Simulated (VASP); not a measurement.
# Ti (Fmmm) in VASP: further runs

The runs below take Ti through single point, with PBEsol.

Program: VASP 6.6.1. These are calculated values, not measurements. Logs are shortened: lines on timing, memory, paths and dates and some standing lists are left out, and cuts for length are marked.

## 1. The cell of the first run

It takes space group Fmmm (No. 69, orthorhombic). Conventional cell: a = 4.009 Å, b = 4.060 Å, c = 4.111 Å, α = 90.00°, β = 90.00°, γ = 90.00°. Ti (site symmetry mmm) has 12 Ti at 2.85 to 2.89 Å within 3.8 Å.

## 2. Single point, PBEsol (strain +0.0125 x Voigt [1, -1, 0, 0, 0, 0])

File INCAR:

```
PREC = Accurate
ENCUT = 520
EDIFF = 1E-7
ISMEAR = 0
SIGMA = 0.15
LREAL = False
LASPH = True
NELM = 100
ALGO = Fast
ISIF = 2
LWAVE = False
LCHARG = False
GGA = PS
NBANDS = 12
```

File KPOINTS:

```
regular mesh
0
Gamma
  10 10 10
```

File POSCAR:

```
Ti
1.0
    0.0000000000      2.0046250000      2.0300000000
    2.0553750000      0.0000000000      2.0300000000
    2.0553750000      2.0046250000      0.0000000000
Ti
1
Direct
    0.0000000000      0.0000000000      0.0000000000
```

Potentials or basis: VASP PAW PBE potentials, release 64 (Ti_sv).

The run is started by

```console
cat potpaw_PBE.64/Ti_sv/POTCAR > POTCAR
mpirun -np 1 vasp_std > vasp.out
```

OUTCAR:

```text
PREC = Accurate
   ENCUT = 520
   EDIFF = 1E-7
   ISMEAR = 0
   LREAL = False
   LASPH = True
   NELM = 100
   ISIF = 2
   GGA = PS

 ion  position               nearest neighbor table
   1  0.000  0.000  0.000-

  LATTYP: Found a face centered orthorhombic cell.
 ALAT       =     4.0092500000
 B/A-ratio  =     1.0126582278
 C/A-ratio  =     1.0253164557

  Lattice vectors:

 A1 = (  -2.0553750000,   0.0000000000,  -2.0300000000)
 A2 = (  -2.0553750000,   2.0046250000,   0.0000000000)
 A3 = (   0.0000000000,   2.0046250000,  -2.0300000000)

Analysis of symmetry for initial positions (statically):
=====================================================================
 Subroutine PRICEL returns:
 Original cell was already a primitive cell.

 Routine SETGRP: Setting up the symmetry group for a
 face centered orthorhombic supercell.

 Subroutine GETGRP returns: Found  8 space group operations
 (whereof  8 operations were pure point group operations)
 out of a pool of  8 trial point group operations.

The static configuration has the point symmetry D_2h.

Analysis of symmetry for dynamics (positions and initial velocities):
=====================================================================
 Subroutine PRICEL returns:
 Original cell was already a primitive cell.

 Routine SETGRP: Setting up the symmetry group for a
 face centered orthorhombic supercell.

 Subroutine GETGRP returns: Found  8 space group operations
 (whereof  8 operations were pure point group operations)
 out of a pool of  8 trial point group operations.

The dynamic configuration has the point symmetry D_2h.

 Subroutine INISYM returns: Found  8 space group operations
 (whereof  8 operations are pure point group operations),
 and found     1 'primitive' translations

----------------------------------------------------------------------------------------

                                     Primitive cell

  volume of cell :      16.7282

  direct lattice vectors                    reciprocal lattice vectors
     0.000000000  2.004625000  2.030000000    -0.243264611  0.249423209  0.246305419
     2.055375000  0.000000000  2.030000000     0.243264611 -0.249423209  0.246305419
     2.055375000  2.004625000  0.000000000     0.243264611  0.249423209 -0.246305419

  length of vectors
     2.852967120  2.888852089  2.871077808     0.426680170  0.426680170  0.426680170

  position of ions in fractional coordinates (direct lattice)
     0.000000000  0.000000000  0.000000000

  ion indices of the primitive-cell ions
   primitive index   ion index
                 1           1

----------------------------------------------------------------------------------------

 KPOINTS: regular mesh

Automatic generation of k-mesh.
 Grid dimensions read from file:
 generate k-points for:   10   10   10

 Generating k-lattice:

  Cartesian coordinates                     Fractional coordinates (reciprocal lattice)
    -0.024326461  0.024942321  0.024630542     0.100000000  0.000000000  0.000000000
     0.024326461 -0.024942321  0.024630542     0.000000000  0.100000000  0.000000000
     0.024326461  0.024942321 -0.024630542     0.000000000  0.000000000  0.100000000

  Length of vectors
     0.042668017  0.042668017  0.042668017

  Shift w.r.t. Gamma in fractional coordinates (k-lattice)
     0.000000000  0.000000000  0.000000000

 Subroutine IBZKPT returns following result:
 ===========================================

 Found    171 irreducible k-points:

 Following reciprocal coordinates:
            Coordinates               Weight
  0.000000  0.000000  0.000000      1.000000
  0.100000  0.000000  0.000000      8.000000
  0.200000  0.000000  0.000000      8.000000
  0.300000 -0.000000  0.000000      8.000000
  0.400000  0.000000  0.000000      8.000000
  0.500000  0.000000  0.000000      4.000000
[... 16 lines left out ...]
  0.300000  0.300000  0.000000      2.000000
  0.400000  0.300000 -0.000000      8.000000
 [... further k-points ...]
   k-points           NKPTS =    171   k-points in BZ     NKDIM =    171   number of bands    NBANDS=     12
   number of dos      NEDOS =    301   number of ions     NIONS =      1
   total plane-waves  NPLWV =  13824
   dimension x,y,z NGX =    24 NGY =   24 NGZ =   24
   dimension x,y,z NGXF=    48 NGYF=   48 NGZF=   48
   ions per type =               1
   NGX,Y,Z   is equivalent  to a cutoff of  13.99, 13.81, 13.90 a.u.
   NGXF,Y,Z  is equivalent  to a cutoff of  27.97, 27.62, 27.79 a.u.
 SYSTEM =  unknown system
   PREC   = accura    normal or accurate (medium, high low for compatibility)
   ISTART =      0    job   : 0-new  1-cont  2-samecut
   ICHARG =      2    charge: 1-file 2-atom 10-const
   ISPIN  =      1    spin polarized calculation?
   LNONCOLLINEAR =      F non collinear calculations
   LSORBIT =      F    spin-orbit coupling
   LASPH  =      T    aspherical Exc in radial PAW
   ENCUT  =  520.0 eV  38.22 Ry    6.18 a.u.   5.30  5.37  5.34*2*pi/ulx,y,z
   NELM   =    100;   NELMIN=  2; NELMDL= -5     # of ELM steps
   EDIFF  = 0.1E-06   stopping-criterion for ELM
   LREAL  =      F    real-space projection
   EDIFFG = 0.1E-05   stopping-criterion for IOM
   NSW    =      0    number of steps for IOM
   IBRION =     -1    ionic relax: 0-MD 1-quasi-New 2-CG
   NFREE  =      0    steps in history (QN), initial steepest desc. (CG)
   ISIF   =      2    stress and relaxation
   ISYM   =      2    0-nonsym 1-usesym 2-fastsym
   POTIM  = 0.5000    time-step for ionic-motion
   TEBEG  =    0.0;   TEEND  =   0.0 temperature during run
   PSTRESS=    0.0 pullay stress
   NELECT =      12.0000    total number of electrons
   NUPDOWN=      -1.0000    fix difference up-down
   EMIN   =  10.00;   EMAX   =-10.00  energy-range for DOS
   EFERMI =   0.00;   METHOD = LEGACY
   ISMEAR =     0;   SIGMA  =   0.15  broadening in eV -4-tet -1-fermi 0-gaus
   EFERMI_NEDOS =   21; number of points for ismear=-14 and -15
   IALGO  =     68    algorithm
   IMIX   =      4    mixing-type and parameters
     AMIX     =   0.40;   BMIX     =  1.00
     AMIX_MAG =   1.60;   BMIX_MAG =  1.00
  volume/ion in A,a.u.               =      16.73       112.89
  Fermi-wavevector in a.u.,A,eV,Ry     =   1.465498  2.769389 29.221011  2.147684
  Thomas-Fermi vector in A             =   2.581348
   LORBIT       =      0    0 simple, 1 ext, 2 COOP (PROOUT), +10 PAW based schemes
   GGA     = PS    functional components
   LHFCALC =     F    Hartree Fock is set to
   AEXX    =    0.0000 exact exchange contribution
   IVDW    =     0    specifies the selected vdW correction
   LEPSILON=     F    determine dielectric tensor
   LRPA    =     F    only Hartree local field effects (RPA)
 non-spin polarized calculation
 RMM-DIIS sequential band-by-band and
 Gauss-broadening in eV      SIGMA  =   0.15
  energy-cutoff  :      520.00
  volume of cell :       16.73
 maximum number of plane-waves:       463
 NGX is ok and might be reduce to    24
   NGX = 11   NGY = 11   NGZ = 11

 number of electron      12.0000003 magnetization

 Free energy of the ion-electron system (eV)
  ---------------------------------------------------
  ext. energy  EPLUGINS =         0.00000000
  ---------------------------------------------------
  free energy    TOTEN  =        -8.29139416 eV

  energy without entropy =       -8.27297053  energy(sigma->0) =       -8.28218235

 E-fermi :   8.5008     XC(G=0): -11.8156

 val. band max:        8.4931643086   @ k =  -0.2000   0.1000   0.0000
 cond. band min:       8.5061615495   @ k =  -0.2000   0.0000   0.1000
 fundamental gap:      0.0129972410
 Fermi energy:         8.5008256126

 k-point     1 :       0.0000    0.0000    0.0000
  band No.  band energies     occupation
      1     -47.9107      2.00000
      2     -23.8201      2.00000
      3     -23.8179      2.00000
      4     -23.8160      2.00000
      5       2.3110      2.00000
      6       9.2993      0.00000
      7       9.4050      0.00000
      8       9.5058      0.00000
      9      11.0045      0.00000
     10      11.2121      0.00000
     11      23.9824      0.00000
     12      28.2826      0.00000

 k-point     2 :       0.1000    0.0000    0.0000
  band No.  band energies     occupation
      1     -47.8970      2.00000
      2     -23.8940      2.00000
      3     -23.8297      2.00000
      4     -23.8252      2.00000
      5       2.6434      2.00000
      6       9.1851      0.00000
      7       9.4668      0.00000
      8       9.5863      0.00000
      9      10.9430      0.00000
     10      11.1319      0.00000
     11      24.2330      0.00000
     12      26.5598      0.00000

 k-point     3 :       0.2000    0.0000    0.0000
  band No.  band energies     occupation
      1     -47.8609      2.00000
      2     -24.0899      2.00000
      3     -23.8570      2.00000
      4     -23.8469      2.00000
      5       3.5575      2.00000
      6       8.7621      0.01376
      7       9.6093      0.00000
      8       9.7636      0.00000
      9      10.9777      0.00000
     10      11.0903      0.00000
     11      23.1905      0.00000
     12      25.0089      0.00000

 k-point     4 :       0.3000   -0.0000    0.0000
  band No.  band energies     occupation
      1     -47.8160      2.00000
      2     -24.3266      2.00000
      3     -23.8905      2.00000
      4     -23.8736      2.00000
      5       4.7496      2.00000
      6       8.4881      1.09534
      7       9.4809      0.00000
      8       9.6732      0.00000
      9      11.4416      0.00000
     10      11.4539      0.00000
     11      20.4875      0.00000
     12      24.3836      0.00000

 k-point     5 :       0.4000    0.0000    0.0000
  band No.  band energies     occupation
      1     -47.7794      2.00000
      2     -24.5139      2.00000
      3     -23.9174      2.00000
      4     -23.8950      2.00000
      5       5.5999      2.00000
      6       8.8095      0.00361
      7       9.2626      0.00000
      8       9.4617      0.00000
      9      11.9788      0.00000
     10      12.0345      0.00000
     11      18.1345      0.00000
     12      23.5544      0.00000
[... 228 lines left out ...]
      1     -47.7659      2.00000
      2     -24.4016      2.00000
      3     -24.0994      2.00000
      4     -23.9163      2.00000
      5       6.3125      2.00000
      6       8.1582      1.99876
      7       8.6170      0.27335
      8      10.0651      0.00000
      9      11.2145      0.00000
     10      13.3126      0.00000
     11      19.2915      0.00000
     12      21.8210      0.00000

 k-point    22 :      -0.2000    0.2000   -0.0000
  band No.  band energies     occupation
      1     -47.8006      2.00000
      2     -24.2875      2.00000
      3     -24.0275      2.00000
      4     -23.8783      2.00000
      5       5.2740      2.00000
      6       8.2134      1.99326
      7       9.1081      0.00000
      8      10.2595      0.00000
      9      10.5033      0.00000
     10      12.4382      0.00000
     11      21.7959      0.00000
     12      22.2588      0.00000

 k-point    23 :       0.3000    0.3000    0.0000
  band No.  band energies     occupation
      1     -47.7849      2.00000
      2     -24.3006      2.00000
      3     -24.0050      2.00000
      4     -23.9832      2.00000
      5       5.3022      2.00000
      6       7.4836      2.00000
      7       9.6121      0.00000
      8      11.0932      0.00000
      9      11.0948      0.00000
     10      11.8210      0.00000
     11      23.4608      0.00000
     12      23.6022      0.00000

 k-point    24 :       0.4000    0.3000   -0.0000
  band No.  band energies     occupation
      1     -47.7561      2.00000
      2     -24.3999      2.00000
      3     -24.0530      2.00000
      4     -24.0192      2.00000
      5       5.8583      2.00000
      6       7.2360      2.00000
      7       9.5197      0.00000
      8      11.2329      0.00000
      9      12.0686      0.00000
     10      12.1933      0.00000
     11      21.1534      0.00000
     12      22.7306      0.00000

 [... further k-points ...]
[... 5 lines left out ...]
  --------------------------------------------------------------------------------------
  -------------------------------------------------------------------------------------
  Total       -0.1197731     -0.0089168     -0.0655965      0.0000000     -0.0000000      0.0000000
  in kB      -11.4714806     -0.8540261     -6.2826213      0.0000000     -0.0000000      0.0000000
  external PRESSURE =      -6.2027093 kB  Pullay stress =       0.0000000 kB

 VOLUME and BASIS-vectors are now :
 -----------------------------------------------------------------------------
  energy-cutoff  :      520.00
  volume of cell :       16.73
      direct lattice vectors                 reciprocal lattice vectors
     0.000000000  2.004625000  2.030000000    -0.243264611  0.249423209  0.246305419
     2.055375000  0.000000000  2.030000000     0.243264611 -0.249423209  0.246305419
     2.055375000  2.004625000  0.000000000     0.243264611  0.249423209 -0.246305419

 POSITION                                       TOTAL-FORCE (eV/Angst)
 -----------------------------------------------------------------------------------
      0.00000      0.00000      0.00000         0.000000      0.000000      0.000000
 -----------------------------------------------------------------------------------
    total drift:                               -0.000000      0.000000     -0.000000

  FREE ENERGIE OF THE ION-ELECTRON SYSTEM (eV)
  ---------------------------------------------------
  free  energy   TOTEN  =        -8.2913941627 eV

  energy  without entropy=       -8.2729705344  energy(sigma->0) =       -8.28218235
```

It took 95 s on 1 thread of Intel Xeon 8259CL, shared host; peak memory 0.16 GiB.

What came out:

```
Free energy            : -8.2914 eV
Pressure               : -0.6 GPa
Band gap on the k mesh : zero (band 6 reaches 9.30 eV, above the bottom of band 7 at 8.21 eV)
```

Levels at points of the mesh, in eV from the Fermi level:
| k point | band 4 | band 5 | band 6 | band 7 | band 8 | band 9 |
| --- | --- | --- | --- | --- | --- | --- |
| (0.00, 0.00, 0.00) | -32.32 | -6.19 | 0.80 | 0.90 | 1.00 | 2.50 |
| (0.50, 0.00, 0.00) | -32.40 | -2.68 | 0.67 | 0.74 | 0.87 | 3.72 |
| (0.50, 0.50, 0.00) | -32.57 | -2.72 | -1.81 | 3.01 | 3.73 | 3.98 |
| (0.50, 0.00, 0.50) | -32.59 | -2.71 | -1.84 | 3.25 | 3.73 | 4.02 |
| (0.00, 0.50, 0.50) | -32.56 | -2.73 | -1.79 | 2.78 | 3.74 | 4.02 |

Caveat: the cell differs from its parent crystal (strain +0.0125 x Voigt [1, -1, 0, 0, 0, 0]); the PAW data sets were made with another functional, which shifts forces and pressure a little.

(Continued in part 2 of 2.)
